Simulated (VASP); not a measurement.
Here is a VASP 6.6.1 calculation.

File INCAR:

```
PREC = Accurate
ENCUT = 520
EDIFF = 1E-8
ISMEAR = -1
SIGMA = 0.08
LREAL = F
LASPH = T
NELM = 60
ALGO = Normal
ISIF = 2
LWAVE = F
LCHARG = F
GGA = PE
LEFG = T
NBANDS = 19
```

The input KPOINTS:

```
regular mesh
0
Gamma
  13 13 7
```

Contents of POSCAR:

```
Zr
1.0
    3.2319982225      0.0000000000      0.0000000000
   -1.6159991112      2.7989925656      0.0000000000
    0.0000000000      0.0000000000      5.0955300000
Zr
2
Direct
    0.3333333333      0.6666666667      0.2500000000
    0.6666666667      0.3333333333      0.7500000000
```

Potentials or basis: VASP PAW PBE potentials, release 64 (Zr_sv).

Launch:

```console
$ cat potpaw_PBE.64/Zr_sv/POTCAR > POTCAR
$ mpirun -np 1 vasp_std > vasp.out
```

(1) What does it give for the pressure?

(2) What does it give for the band gap on the k mesh?

Results:

(1) 1.5 GPa.

(2) zero (band 12 reaches 10.04 eV, above the bottom of band 13 at 8.88 eV).

Caveat: the cell differs from its parent crystal (zz strain of -1 %); without QUAD_EFG the Cq values of the log hold for a quadrupole moment of 1 mb, not for the nuclei.
